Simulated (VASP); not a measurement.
BeRh2: single point with PBE

Crystal: BeRh2.

```
CELL_PARAMETERS angstrom
-2.20828 2.20828 3.85984
2.20828 -2.20828 3.85984
2.20828 2.20828 -3.85984
ATOMIC_POSITIONS crystal
Be 0.00000 0.00000 0.00000
Be 0.75000 0.25000 0.50000
Rh 0.28622 0.28622 0.00000
Rh 0.03622 0.53622 0.50000
Rh 0.46378 0.96378 0.50000
Rh 0.71378 0.71378 0.00000
```

| Item | Value |
| --- | --- |
| Program | VASP 6.6.1 |
| Task | single point |
| Functional | PBE |
| Potentials or basis | VASP PAW PBE potentials, release 64 (Be, Rh_pv) |
| Cutoff | 520 eV |
| k mesh | 6 × 6 × 6 |
| Occupations | gaussian, width 0.1 eV |
| Spin | no spin polarisation |
| Dipole correction | no |
| Further INCAR settings | ALGO = Normal; EDIFF = 1e-06; NBANDS = 41 |

The pressure is 0.1 GPa, the largest force is 0.014 eV/Å and the band gap on the k mesh is zero (bands 32 and 33 overlap by 0.40 eV).

Forces on the atoms (eV/Å):
```
Be   0.000  0.000  0.000
Be   0.000  0.000  0.000
Rh   0.000  0.000  0.014
Rh   0.000  0.000  0.014
Rh   0.000  0.000 -0.014
Rh   0.000  0.000 -0.014
```

Levels at points of the mesh, in eV from the Fermi level:
```csv
k point,band 28,band 29,band 30,band 31,band 32,band 33,band 34,band 35,band 36,band 37
"(0.00, 0.00, 0.00)",-0.74,-0.58,-0.14,-0.11,-0.11,0.17,3.62,3.99,3.99,4.37
"(0.50, 0.00, 0.00)",-0.93,-0.73,-0.30,-0.25,-0.14,-0.10,0.44,1.48,4.33,4.93
"(0.50, 0.50, 0.00)",-1.29,-0.17,-0.17,0.03,0.03,0.30,0.30,0.88,0.88,3.54
"(0.50, 0.50, 0.50)",-1.23,-0.25,-0.25,-0.14,-0.14,0.03,0.03,0.55,0.55,5.66
```

Run time: 44 s on 1 thread of Intel(R) Xeon(R) 6975P-C (Granite Rapids), with other jobs on the host, peak memory 0.26 GiB.
